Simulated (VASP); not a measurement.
Set up this calculation in VASP 6.6.1, as the native input.

* Task: single point
* Functional: r2SCAN
* Potentials or basis: VASP PAW PBE potentials, release 64 (Sr_sv, O)
* Cutoff: 520 eV
* k mesh: 8 × 8 × 8
* Occupations: gaussian, width 0.01 eV
* Spin: no spin polarisation
* Dipole correction: no
* Further INCAR settings: ALGO = Normal; EDIFF = 1e-06; NBANDS = 15

Crystal: SrO.

```xyz
2
Lattice="0.0000 2.4455 2.6607 2.4455 0.0000 2.6607 2.4455 2.4455 0.0000" Properties=species:S:1:pos:R:3 pbc="T T T"
Sr    2.4455    2.4455    2.6607
O     0.0000    0.0000    0.0000
```

This cell differs from its parent crystal: epitaxial xy strain -5.2%.

These files were run (other wordings do the same):

POSCAR

```
SrO
1.0
    0.0000000000      2.4454803062      2.6606513507
    2.4454803062      0.0000000000      2.6606513507
    2.4454803062      2.4454803062      0.0000000000
Sr O
1 1
Direct
    0.5000000000      0.5000000000      0.5000000000
    0.0000000000      0.0000000000      0.0000000000
```

INCAR.step1

```
SYSTEM = SrO
ALGO     = Normal         ! electronic algorithm
EDIFF    = 1E-4           ! SCF threshold, eV
ENCUT    = 520            ! plane-wave cutoff, eV
GGA      = PE             ! functional
ISMEAR   = 0              ! smearing method
LASPH    = .TRUE.         ! aspherical terms in the spheres
LCHARG   = .FALSE.        ! write CHGCAR
LREAL    = .FALSE.        ! projectors in reciprocal space
LWAVE    = .TRUE.         ! write WAVECAR
NBANDS   = 15             ! bands
NELM     = 80             ! most SCF steps
PREC     = Accurate       ! precision mode
SIGMA    = 0.01           ! smearing width, eV
```

INCAR.step2

```
SYSTEM = SrO
ALGO     = Normal         ! electronic algorithm
EDIFF    = 1E-6           ! SCF threshold, eV
ENCUT    = 520            ! plane-wave cutoff, eV
ISIF     = 2              ! what is computed and relaxed
ISMEAR   = 0              ! smearing method
ISTART   = 1            
LASPH    = .TRUE.         ! aspherical terms in the spheres
LCHARG   = .FALSE.        ! write CHGCAR
LMIXTAU  = .TRUE.       
LREAL    = .FALSE.        ! projectors in reciprocal space
LWAVE    = .FALSE.        ! write WAVECAR
METAGGA  = R2SCAN         ! meta-GGA
NBANDS   = 15             ! bands
NELM     = 80             ! most SCF steps
PREC     = Accurate       ! precision mode
SIGMA    = 0.01           ! smearing width, eV
```

KPOINTS

```
k-points
0
G
  8 8 8
  0 0 0
```

Potentials or basis: VASP PAW PBE potentials, release 64 (Sr_sv, O).

Launch:

```sh
$ cat potpaw_PBE.64/Sr_sv/POTCAR potpaw_PBE.64/O/POTCAR > POTCAR
$ cp INCAR.step1 INCAR
$ mpirun -np 1 vasp_std > vasp.out
$ cp INCAR.step2 INCAR
$ mpirun -np 1 vasp_std > vasp.out
```

It gave:

```
Pressure               : 11.1 GPa
Band gap on the k mesh : 3.47 eV
```

Caveat: the cell differs from its parent crystal (epitaxial xy strain -5.2%); the cell stands under pressure; the PAW data sets were made with another functional, which shifts forces and pressure a little.

It took 4.1 min on 1 thread of Intel Xeon 8259CL, with other jobs on the host, peak memory 0.18 GiB.
